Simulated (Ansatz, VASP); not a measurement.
Two plane-wave programs on Ti

Contents of INCAR:

```
PREC = Accurate
ENCUT = 520
EDIFF = 1E-6
ISMEAR = 0
SIGMA = 0.15
LREAL = False
LASPH = True
NELM = 100
ALGO = Fast
ISIF = 2
LWAVE = False
LCHARG = True
GGA = PS
LELF = True
LVHAR = True
NBANDS = 12
```

The input KPOINTS:

```
Automatic mesh
0
Gamma
  20 20 20
```

Contents of POSCAR:

```
Ti
1.0
   -1.6637718523      1.6637718523      1.3642078565
    1.6637718523     -1.6637718523      1.3642078565
    1.5461289865      1.5461289865     -1.3642078565
Ti
1
Direct
    0.0000000000      0.0000000000      0.0000000000
```

Input for Ansatz:

```yaml
crystal:
  lattice:
    - [-1.6637718523, 1.6637718523, 1.3642078565]
    - [1.6637718523, -1.6637718523, 1.3642078565]
    - [1.5461289865, 1.5461289865, -1.3642078565]
  atoms:
    - { symbol: Ti, position: [0.0, 0.0, 0.0] }
basis:
  ecutwfc: 520.0
kpoints:
  mp_grid: { grid: [20, 20, 20] }
hamiltonian:
  xc: pbesol
  pseudopotentials: { kind: paw, azcp: { folder: soft_1 } }
scf:
  occupations: { method: gaussian, width: 0.15 }
output:
  forces: true
  stress: true
  eigenvalues: true
```

Change from the starting cell: engineering shear strain xy -0.0733, normal strain along z -0.1500.

Alike in both runs: task single point; functional PBEsol; k mesh 20 × 20 × 20; occupations gaussian, width 0.15 eV; no spin polarisation.

|  | VASP | Ansatz |
| --- | --- | --- |
| version | VASP 6.6.1 | Ansatz 0.2.0 |
| potentials or method | VASP PAW PBE potentials, release 64 (Ti_sv), cutoff 520 eV | scalar-relativistic, plane waves, PAW |
| valence electrons in the cell | 12 | 12 |

Ansatz gave:

```
gap on the k mesh at the Fermi level (eV)                     : none
pressure (GPa)                                                : 23.8
traceless stress, the component that is largest in VASP (GPa) : 3.15
```

**Question.** What did VASP give for the same quantities?

**Answer.** gap on the k mesh at the Fermi level (eV): none; pressure (GPa): 23.2; traceless stress, the component that is largest in VASP (GPa): 3.20.

VASP's potentials were made for PBE, not for PBEsol, and Ansatz warns of the same on its side. A gap of «none» marks a metal or a gap that the smearing closes. The functional is the same, so the differences come from potentials, cutoffs and numerics.
